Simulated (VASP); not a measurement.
# SnTe (rocksalt type) (Fm-3m) in VASP: single point with PBE

Aim: the single point of SnTe (rocksalt type) with PBE.

All numbers are computed with VASP 6.6.1; they aren't measurements. Logs are shortened: lines on timing, memory, paths and dates and some standing lists are left out, and cuts for length are marked.

**1. The cell of the first run**

It takes space group Fm-3m (No. 225, cubic). The conventional cell has a = 5.464 Å, b = 5.464 Å, c = 5.464 Å, α = 90.00°, β = 90.00°, γ = 90.00°. Sn (site symmetry m-3m) has 6 Te at 2.73 Å within 3.6 Å. Te (site symmetry m-3m) has 6 Sn at 2.73 Å within 3.6 Å.

**2. Single point, PBE (volume scaled by 0.62, to set the pressure)**

File INCAR:

```
SYSTEM = SnTe
  ALGO = Normal
  EDIFF = 1E-6
  ENCUT = 500
  GGA = PE
  GGA_COMPAT = .False.
  ISIF = 2
  ISMEAR = -1
  LASPH = .True.
  LCHARG = .True.
  LELF = .True.
  LREAL = .False.
  LVHAR = .True.
  LWAVE = .False.
  NBANDS = 17
  NELM = 120
  PREC = Accurate
  SIGMA = 0.08
```

File KPOINTS:

```
k-points
0
Gamma
  13 13 13
  0 0 0
```

File POSCAR:

```
SnTe
1.0
    0.0000000000      2.7322438712      2.7322438712
    2.7322438712      0.0000000000      2.7322438712
    2.7322438712      2.7322438712      0.0000000000
Sn Te
1 1
Direct
    0.0000000000      0.0000000000      0.0000000000
    0.5000000000      0.5000000000      0.5000000000
```

Potentials or basis: VASP PAW PBE potentials, release 64 (Sn_d, Te).

Started as:

```
> cat potpaw_PBE.64/Sn_d/POTCAR potpaw_PBE.64/Te/POTCAR > POTCAR
> mpirun -np 1 vasp_std > vasp.out
```

OUTCAR:

```text
SYSTEM = SnTe
   EDIFF = 1E-6
   ENCUT = 500
   GGA = PE
   ISIF = 2
   ISMEAR = -1
   LASPH = .True.
   LREAL = .False.
   NELM = 120
   PREC = Accurate

 ion  position               nearest neighbor table
   1  0.000  0.000  0.000-   2 2.73   2 2.73   2 2.73   2 2.73   2 2.73   2 2.73
   2  0.500  0.500  0.500-   1 2.73   1 2.73   1 2.73   1 2.73   1 2.73   1 2.73

  LATTYP: Found a face centered cubic cell.
 ALAT       =     5.4644877424

  Lattice vectors:

 A1 = (   0.0000000000,   2.7322438712,   2.7322438712)
 A2 = (   2.7322438712,   0.0000000000,   2.7322438712)
 A3 = (   2.7322438712,   2.7322438712,   0.0000000000)

Analysis of symmetry for initial positions (statically):
=====================================================================
 Subroutine PRICEL returns:
 Original cell was already a primitive cell.

 Routine SETGRP: Setting up the symmetry group for a
 face centered cubic supercell.

 Subroutine GETGRP returns: Found 48 space group operations
 (whereof 48 operations were pure point group operations)
 out of a pool of 48 trial point group operations.

The static configuration has the point symmetry O_h .

Analysis of symmetry for dynamics (positions and initial velocities):
=====================================================================
 Subroutine PRICEL returns:
 Original cell was already a primitive cell.

 Routine SETGRP: Setting up the symmetry group for a
 face centered cubic supercell.

 Subroutine GETGRP returns: Found 48 space group operations
 (whereof 48 operations were pure point group operations)
 out of a pool of 48 trial point group operations.

The dynamic configuration has the point symmetry O_h .

 Subroutine INISYM returns: Found 48 space group operations
 (whereof 48 operations are pure point group operations),
 and found     1 'primitive' translations

----------------------------------------------------------------------------------------

                                     Primitive cell

  volume of cell :      40.7933

  direct lattice vectors                    reciprocal lattice vectors
     0.000000000  2.732243871  2.732243871    -0.182999770  0.182999770  0.182999770
     2.732243871  0.000000000  2.732243871     0.182999770 -0.182999770  0.182999770
     2.732243871  2.732243871  0.000000000     0.182999770  0.182999770 -0.182999770

  length of vectors
     3.863976338  3.863976338  3.863976338     0.316964899  0.316964899  0.316964899

  position of ions in fractional coordinates (direct lattice)
     0.000000000  0.000000000  0.000000000
     0.500000000  0.500000000  0.500000000

  ion indices of the primitive-cell ions
   primitive index   ion index
                 1           1
                 2           2

----------------------------------------------------------------------------------------

 KPOINTS: k-points

Automatic generation of k-mesh.
 Grid dimensions read from file:
 generate k-points for:   13   13   13

 Generating k-lattice:

  Cartesian coordinates                     Fractional coordinates (reciprocal lattice)
    -0.014076905  0.014076905  0.014076905     0.076923077  0.000000000  0.000000000
     0.014076905 -0.014076905  0.014076905     0.000000000  0.076923077  0.000000000
     0.014076905  0.014076905 -0.014076905     0.000000000  0.000000000  0.076923077

  Length of vectors
     0.024381915  0.024381915  0.024381915

  Shift w.r.t. Gamma in fractional coordinates (k-lattice)
     0.000000000  0.000000000  0.000000000

 Subroutine IBZKPT returns following result:
 ===========================================

 Found     84 irreducible k-points:

 Following reciprocal coordinates:
            Coordinates               Weight
  0.000000  0.000000  0.000000      1.000000
  0.076923  0.000000  0.000000      8.000000
  0.153846  0.000000  0.000000      8.000000
  0.230769  0.000000  0.000000      8.000000
  0.307692  0.000000  0.000000      8.000000
  0.384615  0.000000  0.000000      8.000000
[... 16 lines left out ...]
  0.384615  0.153846  0.000000     24.000000
  0.461538  0.153846  0.000000     24.000000
 [... further k-points ...]
   k-points           NKPTS =     84   k-points in BZ     NKDIM =     84   number of bands    NBANDS=     17
   number of dos      NEDOS =    301   number of ions     NIONS =      2
   total plane-waves  NPLWV =  21952
   dimension x,y,z NGX =    28 NGY =   28 NGZ =   28
   dimension x,y,z NGXF=    56 NGYF=   56 NGZF=   56
   ions per type =               1   1
   NGX,Y,Z   is equivalent  to a cutoff of  12.05, 12.05, 12.05 a.u.
   NGXF,Y,Z  is equivalent  to a cutoff of  24.09, 24.09, 24.09 a.u.
 SYSTEM =  SnTe
   PREC   = accura    normal or accurate (medium, high low for compatibility)
   ISTART =      0    job   : 0-new  1-cont  2-samecut
   ICHARG =      2    charge: 1-file 2-atom 10-const
   ISPIN  =      1    spin polarized calculation?
   LNONCOLLINEAR =      F non collinear calculations
   LSORBIT =      F    spin-orbit coupling
   LASPH  =      T    aspherical Exc in radial PAW
   ENCUT  =  500.0 eV  36.75 Ry    6.06 a.u.   7.04  7.04  7.04*2*pi/ulx,y,z
   NELM   =    120;   NELMIN=  2; NELMDL= -5     # of ELM steps
   EDIFF  = 0.1E-05   stopping-criterion for ELM
   LREAL  =      F    real-space projection
[... 7 lines left out ...]
   TEBEG  =    0.0;   TEEND  =   0.0 temperature during run
   PSTRESS=    0.0 pullay stress
   NELECT =      20.0000    total number of electrons
   NUPDOWN=      -1.0000    fix difference up-down
   EMIN   =  10.00;   EMAX   =-10.00  energy-range for DOS
   EFERMI =   0.00;   METHOD = LEGACY
   ISMEAR =    -1;   SIGMA  =   0.08  broadening in eV -4-tet -1-fermi 0-gaus
   EFERMI_NEDOS =   21; number of points for ismear=-14 and -15
   IALGO  =     38    algorithm
   IMIX   =      4    mixing-type and parameters
     AMIX     =   0.40;   BMIX     =  1.00
     AMIX_MAG =   1.60;   BMIX_MAG =  1.00
  volume/ion in A,a.u.               =      20.40       137.64
  Fermi-wavevector in a.u.,A,eV,Ry     =   1.290888  2.439425 22.672652  1.666393
  Thomas-Fermi vector in A             =   2.422692
   LORBIT       =      0    0 simple, 1 ext, 2 COOP (PROOUT), +10 PAW based schemes
   GGA     = PE    functional components
   LHFCALC =     F    Hartree Fock is set to
   AEXX    =    0.0000 exact exchange contribution
   IVDW    =     0    specifies the selected vdW correction
   LEPSILON=     F    determine dielectric tensor
   LRPA    =     F    only Hartree local field effects (RPA)
 non-spin polarized calculation
  energy-cutoff  :      500.00
  volume of cell :       40.79
 maximum number of plane-waves:      1047
   NGX = 15   NGY = 15   NGZ = 15

 number of electron      20.0000008 magnetization

 Free energy of the ion-electron system (eV)
  ---------------------------------------------------
  ext. energy  EPLUGINS =         0.00000000
  ---------------------------------------------------
  free energy    TOTEN  =        -4.75381622 eV

  energy without entropy =       -4.73933846  energy(sigma->0) =       -4.74657734

 E-fermi :  13.5168     XC(G=0): -11.5480

 val. band max:       13.5156748104   @ k =   0.2308   0.0000   0.0000
 cond. band min:      13.5473186528   @ k =   0.2308   0.1538   0.0769
 fundamental gap:      0.0316438423
 Fermi energy:        13.5167518811

 k-point     1 :       0.0000    0.0000    0.0000
  band No.  band energies     occupation
      1      -9.0575      2.00000
      2      -9.0575      2.00000
      3      -9.0106      2.00000
      4      -9.0106      2.00000
      5      -9.0106      2.00000
      6      -3.3400      2.00000
[... 9 lines left out ...]
     16      17.7213      0.00000
     17      18.6839      0.00000

 k-point     2 :       0.0769    0.0000    0.0000
  band No.  band energies     occupation
      1      -9.0598      2.00000
      2      -9.0598      2.00000
      3      -9.0106      2.00000
      4      -9.0088      2.00000
      5      -9.0088      2.00000
      6      -3.2541      2.00000
[... 9 lines left out ...]
     16      17.6757      0.00000
     17      19.5592      0.00000

 k-point     3 :       0.1538    0.0000    0.0000
  band No.  band energies     occupation
      1      -9.0666      2.00000
      2      -9.0666      2.00000
      3      -9.0106      2.00000
      4      -9.0033      2.00000
      5      -9.0033      2.00000
      6      -2.9979      2.00000
[... 9 lines left out ...]
     16      18.1244      0.00000
     17      21.2485      0.00000

 k-point     4 :       0.2308    0.0000    0.0000
  band No.  band energies     occupation
      1      -9.0769      2.00000
      2      -9.0769      2.00000
      3      -9.0109      2.00000
      4      -8.9947      2.00000
      5      -8.9947      2.00000
      6      -2.5780      2.00000
[... 9 lines left out ...]
     16      18.8703      0.00000
     17      23.3178      0.00000

 k-point     5 :       0.3077    0.0000    0.0000
  band No.  band energies     occupation
      1      -9.0884      2.00000
      2      -9.0884      2.00000
      3      -9.0116      2.00000
      4      -8.9850      2.00000
      5      -8.9850      2.00000
      6      -2.0124      2.00000
[... 9 lines left out ...]
     16      19.8657      0.00000
     17      25.6476      0.00000

 k-point     6 :       0.3846    0.0000    0.0000
  band No.  band energies     occupation
      1      -9.0981      2.00000
      2      -9.0981      2.00000
      3      -9.0123      2.00000
      4      -8.9768      2.00000
      5      -8.9768      2.00000
      6      -1.3543      2.00000
[... 9 lines left out ...]
     16      21.0693      0.00000
     17      25.9247      0.00000

 k-point     7 :       0.4615    0.0000    0.0000
  band No.  band energies     occupation
      1      -9.1036      2.00000
      2      -9.1036      2.00000
      3      -9.0128      2.00000
      4      -8.9721      2.00000
      5      -8.9721      2.00000
      6      -0.7904      2.00000
[... 9 lines left out ...]
     16      22.5136      0.00000
     17      24.2994      0.00000

 k-point     8 :       0.0769    0.0769    0.0000
  band No.  band energies     occupation
      1      -9.0650      2.00000
      2      -9.0560      2.00000
      3      -9.0122      2.00000
      4      -9.0075      2.00000
      5      -9.0075      2.00000
      6      -3.2251      2.00000
[... 9 lines left out ...]
     16      18.2773      0.00000
     17      19.6483      0.00000
[... 203 lines left out ...]
      1      -9.0671      2.00000
      2      -9.0600      2.00000
      3      -9.0111      2.00000
      4      -9.0068      2.00000
      5      -9.0042      2.00000
      6      -3.1110      2.00000
[... 9 lines left out ...]
     16      18.4877      0.00000
     17      20.4996      0.00000

 k-point    20 :       0.1538    0.1538    0.0000
  band No.  band energies     occupation
      1      -9.0870      2.00000
      2      -9.0518      2.00000
      3      -9.0166      2.00000
      4      -8.9984      2.00000
      5      -8.9984      2.00000
      6      -2.8783      2.00000
[... 9 lines left out ...]
     16      19.4740      0.00000
     17      21.1494      0.00000

 k-point    21 :       0.2308    0.1538    0.0000
  band No.  band energies     occupation
      1      -9.1017      2.00000
      2      -9.0526      2.00000
      3      -9.0181      2.00000
      4      -8.9924      2.00000
      5      -8.9908      2.00000
      6      -2.5633      2.00000
[... 9 lines left out ...]
     16      20.1062      0.00000
     17      22.0286      0.00000

 k-point    22 :       0.3077    0.1538    0.0000
  band No.  band energies     occupation
      1      -9.1151      2.00000
      2      -9.0599      2.00000
      3      -9.0171      2.00000
      4      -8.9868      2.00000
      5      -8.9812      2.00000
      6      -2.0904      2.00000
[... 9 lines left out ...]
     16      20.9733      0.00000
     17      23.6034      0.00000

 k-point    23 :       0.3846    0.1538    0.0000
  band No.  band energies     occupation
      1      -9.1244      2.00000
      2      -9.0708      2.00000
      3      -9.0140      2.00000
      4      -8.9824      2.00000
      5      -8.9727      2.00000
      6      -1.4879      2.00000
[... 9 lines left out ...]
     16      22.1157      0.00000
     17      25.1850      0.00000

 k-point    24 :       0.4615    0.1538    0.0000
  band No.  band energies     occupation
      1      -9.1277      2.00000
      2      -9.0825      2.00000
      3      -9.0100      2.00000
      4      -8.9795      2.00000
      5      -8.9679      2.00000
      6      -0.8390      2.00000
[... 9 lines left out ...]
     16      23.4547      0.00000
     17      24.0906      0.00000

 [... further k-points ...]
[... 5 lines left out ...]
  --------------------------------------------------------------------------------------
  -------------------------------------------------------------------------------------
  Total       14.1049421     14.1049421     14.1049421     -0.0000000      0.0000000     -0.0000000
  in kB      553.9792712    553.9792712    553.9792712     -0.0000000      0.0000000     -0.0000000
  external PRESSURE =     553.9792712 kB  Pullay stress =       0.0000000 kB

 VOLUME and BASIS-vectors are now :
 -----------------------------------------------------------------------------
  energy-cutoff  :      500.00
  volume of cell :       40.79
      direct lattice vectors                 reciprocal lattice vectors
     0.000000000  2.732243871  2.732243871    -0.182999770  0.182999770  0.182999770
     2.732243871  0.000000000  2.732243871     0.182999770 -0.182999770  0.182999770
     2.732243871  2.732243871  0.000000000     0.182999770  0.182999770 -0.182999770

 POSITION                                       TOTAL-FORCE (eV/Angst)
 -----------------------------------------------------------------------------------
      0.00000      0.00000      0.00000         0.000000     -0.000000      0.000000
      2.73224      2.73224      2.73224        -0.000000      0.000000     -0.000000
 -----------------------------------------------------------------------------------
    total drift:                               -0.000000      0.000000      0.000000

  FREE ENERGIE OF THE ION-ELECTRON SYSTEM (eV)
  ---------------------------------------------------
  free  energy   TOTEN  =        -4.7538162199 eV

  energy  without entropy=       -4.7393384593  energy(sigma->0) =       -4.74657734
```

Wall time 24 s (1 thread of Intel Xeon 6975P-C (Granite Rapids), shared host); peak memory 0.19 GiB.

Results:

* Free energy: -4.7538 eV
* Pressure: 55.4 GPa

Caveat: the cell differs from its parent crystal (volume scaled by 0.62, to set the pressure); this odd mesh misses L, where the gap lies, so gap, dielectric constants and Born charges aren't listed; spin-orbit coupling is left out, which moves the levels of the heavy elements.
